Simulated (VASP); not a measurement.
Runs of VASP 6.6.1 on Lu3Bi. The structure is that of space group Fm-3m (No. 225), or close to it. The cells are those of the table. 

| task | cell | k mesh | cutoff (eV) | gap on the mesh (eV) | pressure (GPa) |
| --- | --- | --- | --- | --- | --- |
| single point | a = 5.409 Å, angles 60.0°, 4 atoms | 10 × 10 × 10 | 520 | none | -1.4 |
| single point | a = 5.661 Å, angles 60.0°, 4 atoms | 4 × 4 × 4 | 520 | none | -4.6 |
| single point | a = 5.391 Å, angles 60.0°, 4 atoms | 4 × 4 × 4 | 520 | none | (a) |
| relaxation of cell and atoms | relaxed from a = 5.661 Å, angles 60.0°, 4 atoms | 4 × 4 × 4 | 600 | none | 0.0 |

Alike in all rows: level PBE; potentials or basis VASP PAW PBE potentials, release 64 (Lu, Bi_d); no spin polarisation; smearing gaussian 0.1 eV.

Problem. Estimate the missing entries.

Solution. (a) -0.6.

Caveats: spin-orbit coupling is left out, which moves the levels of the heavy elements.

A k mesh can miss the band edges, and the runs leave out spin-orbit coupling on Bi, Lu.

A gap of «none» marks levels without a gap at the run's occupations.
